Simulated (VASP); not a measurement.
# Hf (Fm-3m) in VASP: notebook, part 2 of 2

VASP 6.6.1. The steps go on from the part before.

### Step 3. Relaxation of cell and atoms, RPBE

This run uses another cell than the first one, of 22.38 Å³/atom, 0.860 times its volume.

The input, INCAR:

```
SYSTEM = Hf
PREC     = Accurate       ! precision mode
ENCUT    = 600            ! plane-wave cutoff, eV
EDIFF    = 1E-6           ! SCF threshold, eV
ISMEAR   = -1             ! smearing method
SIGMA    = 0.1            ! smearing width, eV
LREAL    = .FALSE.        ! projectors in reciprocal space
LASPH    = .TRUE.         ! aspherical terms in the spheres
NELM     = 100            ! most SCF steps
ALGO     = Normal         ! electronic algorithm
ISIF     = 3              ! what is computed and relaxed
LWAVE    = .FALSE.        ! write WAVECAR
LCHARG   = .FALSE.        ! write CHGCAR
GGA      = RP             ! functional
IBRION   = 2              ! ionic algorithm
NSW      = 80             ! ionic steps
EDIFFG   = -0.01          ! ionic threshold
```

The input, KPOINTS:

```
regular mesh
0
G
  12 12 12
  0 0 0
```

The input, POSCAR:

```
Hf
1.0
    0.0000000000      2.2367213568      2.2367213568
    2.2367213568      0.0000000000      2.2367213568
    2.2367213568      2.2367213568      0.0000000000
Hf
1
Direct
    0.0000000000      0.0000000000      0.0000000000
```

Potentials or basis: VASP PAW PBE potentials, release 64 (Hf_pv).

Run with:

```sh
> cat potpaw_PBE.64/Hf_pv/POTCAR > POTCAR
> mpirun -np 1 vasp_std > vasp.out
```

OUTCAR:

```text
SYSTEM = Hf
   PREC = Accurate
   ENCUT = 600
   EDIFF = 1E-6
   ISMEAR = -1
   LREAL = .FALSE.
   LASPH = .TRUE.
   NELM = 100
   ISIF = 3
   GGA = RP
   IBRION = 2
   NSW = 80
   EDIFFG = -0.01

 ion  position               nearest neighbor table
   1  0.000  0.000  0.000-

  LATTYP: Found a face centered cubic cell.
 ALAT       =     4.4734427136

  Lattice vectors:

 A1 = (   0.0000000000,   2.2367213568,   2.2367213568)
 A2 = (   2.2367213568,   0.0000000000,   2.2367213568)
 A3 = (   2.2367213568,   2.2367213568,   0.0000000000)

Analysis of symmetry for initial positions (statically):
=====================================================================
 Subroutine PRICEL returns:
 Original cell was already a primitive cell.

 Routine SETGRP: Setting up the symmetry group for a
 face centered cubic supercell.

 Subroutine GETGRP returns: Found 48 space group operations
 (whereof 48 operations were pure point group operations)
 out of a pool of 48 trial point group operations.

The static configuration has the point symmetry O_h .

Analysis of symmetry for dynamics (positions and initial velocities):
=====================================================================
 Subroutine PRICEL returns:
 Original cell was already a primitive cell.

 Routine SETGRP: Setting up the symmetry group for a
 face centered cubic supercell.

 Subroutine GETGRP returns: Found 48 space group operations
 (whereof 48 operations were pure point group operations)
 out of a pool of 48 trial point group operations.

The dynamic configuration has the point symmetry O_h .

 Subroutine INISYM returns: Found 48 space group operations
 (whereof 48 operations are pure point group operations),
 and found     1 'primitive' translations

----------------------------------------------------------------------------------------

                                     Primitive cell

  volume of cell :      22.3803

[... 123 lines left out ...]
   NGX = 13   NGY = 13   NGZ = 13

--------------------------------------- Ionic step        1  -------------------------------------------

 number of electron      10.0000001 magnetization

 Free energy of the ion-electron system (eV)
  ---------------------------------------------------
  ext. energy  EPLUGINS =         0.00000000
  ---------------------------------------------------
  free energy    TOTEN  =        -9.45064201 eV

  energy without entropy =       -9.40192684  energy(sigma->0) =       -9.42628443

------------------------ aborting loop because EDIFF is reached ----------------------------------------

  FORCE on cell =-STRESS in cart. coord.  units (eV):
  Direction    XX          YY          ZZ          XY          YZ          ZX
  --------------------------------------------------------------------------------------
  -------------------------------------------------------------------------------------
  Total        0.4658364      0.4658364      0.4658364     -0.0000000      0.0000000     -0.0000000
  in kB       33.3486549     33.3486549     33.3486549     -0.0000000      0.0000000     -0.0000000
  external PRESSURE =      33.3486549 kB  Pullay stress =       0.0000000 kB
[... 57 lines left out ...]
--------------------------------------- Ionic step        3  -------------------------------------------

 number of electron      10.0000001 magnetization

 Free energy of the ion-electron system (eV)
  ---------------------------------------------------
  ext. energy  EPLUGINS =         0.00000000
  ---------------------------------------------------
  free energy    TOTEN  =        -9.45814140 eV

  energy without entropy =       -9.40737579  energy(sigma->0) =       -9.43275859

 E-fermi :   4.6253     XC(G=0): -11.0723

 val. band max:        4.6244593078   @ k =  -0.2500   0.2500   0.0000
 cond. band min:       4.6265580623   @ k =  -0.3333   0.4167   0.1667
 fundamental gap:      0.0020987545
 Fermi energy:         4.6253177673

 k-point     1 :       0.0000    0.0000    0.0000
  band No.  band energies     occupation
      1     -25.5585      2.00000
      2     -25.5585      2.00000
      3     -25.5585      2.00000
      4      -2.4802      2.00000
      5       6.0278      0.00000
      6       6.0278      0.00000
      7       6.0278      0.00000
      8       8.7157      0.00000
      9       8.7157      0.00000
[... 265 lines left out ...]
 k-point    24 :      -0.4167    0.1667    0.0000
  band No.  band energies     occupation
      1     -26.2110      2.00000
      2     -25.7872      2.00000
      3     -25.6816      2.00000
      4       1.8810      2.00000
      5       4.1965      1.97292
      6       5.2679      0.00323
      7       6.5144      0.00000
      8      10.1856      0.00000
      9      11.4760      0.00000

 [... further k-points ...]

------------------------ aborting loop because EDIFF is reached ----------------------------------------

  FORCE on cell =-STRESS in cart. coord.  units (eV):
  Direction    XX          YY          ZZ          XY          YZ          ZX
  --------------------------------------------------------------------------------------
  -------------------------------------------------------------------------------------
  Total       -0.0004307     -0.0004307     -0.0004307      0.0000000     -0.0000000     -0.0000000
  in kB       -0.0298430     -0.0298430     -0.0298430      0.0000000     -0.0000000     -0.0000000
  external PRESSURE =      -0.0298430 kB  Pullay stress =       0.0000000 kB
[... 16 lines left out ...]
  FREE ENERGIE OF THE ION-ELECTRON SYSTEM (eV)
  ---------------------------------------------------
  free  energy   TOTEN  =        -9.4581413998 eV

  energy  without entropy=       -9.4073757859  energy(sigma->0) =       -9.43275859

 reached required accuracy - stopping structural energy minimisation
```

OSZICAR:

```text
N       E                     dE             d eps       ncg     rms          rms(c)
DAV:   1     0.742186819964E+01    0.74219E+01   -0.64105E+03  1312   0.115E+03
[... 20 lines left out ...]
       N       E                     dE             d eps       ncg     rms          rms(c)
DAV:   1    -0.950930479235E+01   -0.59161E-01   -0.13135E+00  1298   0.106E+01    0.189E+00
DAV:   2    -0.946976298830E+01    0.39542E-01   -0.51380E-02  1300   0.216E+00    0.754E-01
DAV:   3    -0.945818013907E+01    0.11583E-01   -0.37731E-02  1351   0.162E+00    0.404E-01
DAV:   4    -0.945815543658E+01    0.24702E-04   -0.28994E-04  1400   0.192E-01    0.274E-01
DAV:   5    -0.945814046082E+01    0.14976E-04   -0.15423E-04  1537   0.897E-02    0.241E-02
DAV:   6    -0.945814139979E+01   -0.93897E-06   -0.30663E-06  1355   0.138E-02
   3 F= -.94581414E+01 E0= -.94327586E+01  d E =-.749939E-02
```

CONTCAR:

```text
Hf
   1.00000000000000
    -0.0000000000000000    2.2612415210831140    2.2612415210831140
     2.2612415210831140   -0.0000000000000000    2.2612415210831140
     2.2612415210831140    2.2612415210831140   -0.0000000000000000
  Hf
     1
Direct
     0.0000000000000000    0.0000000000000000    0.0000000000000000

  0.00000000E+00  0.00000000E+00  0.00000000E+00
```

Wall time 23 s (1 thread of Intel Xeon 6975P-C, shared host); peak memory 0.17 GiB.

What came out:

| Quantity | Value |
| --- | --- |
| Free energy | -9.4581 eV |
| Relaxed volume | 23.12 Å³/atom |
| Relaxed cell | a = 3.198 Å, b = 3.198 Å, c = 3.198 Å, α = 60.00°, β = 60.00°, γ = 60.00° |
| Space group after relaxing (to 0.05 Å) | Fm-3m (No. 225) |
| Energy gained by relaxing | 7.5 meV/atom |
| Ionic steps | 3 |
| Pressure after relaxing | 0.0 GPa |
| Band gap on the k mesh | zero (band 5 reaches 6.03 eV, above the bottom of band 6 at 4.23 eV) |

The path:
| step | energy change (eV) | largest force (eV/Å) | pressure (GPa) | volume (Å³) |
| --- | --- | --- | --- | --- |
| 1 | 0.0000 | 0.0000 | 3.33 | 22.38 |
| 2 | 0.0005 | 0.0000 | -3.11 | 23.92 |
| 3 | -0.0075 | 0.0000 | 0.00 | 23.12 |

Final structure:
```xyz
1
Lattice="0.0000 2.2612 2.2612 2.2612 0.0000 2.2612 2.2612 2.2612 0.0000" Properties=species:S:1:pos:R:3 pbc="T T T"
Hf    0.0000    0.0000    0.0000
```

Levels at points of the mesh, in eV from the Fermi level:
```csv
k point,band 2,band 3,band 4,band 5,band 6,band 7,band 8,band 9
"(0.00, 0.00, 0.00)",-30.18,-30.18,-7.11,1.40,1.40,1.40,4.09,4.09
"(0.50, 0.00, 0.00)",-30.28,-30.28,-3.54,0.43,1.20,1.20,6.10,6.10
"(0.50, 0.50, 0.00)",-30.44,-30.44,-3.12,-2.01,2.31,6.12,6.68,6.68
```

Caveat: the PAW data sets were made with another functional, which shifts forces and pressure a little; spin-orbit coupling is left out, which moves the levels of the heavy elements.
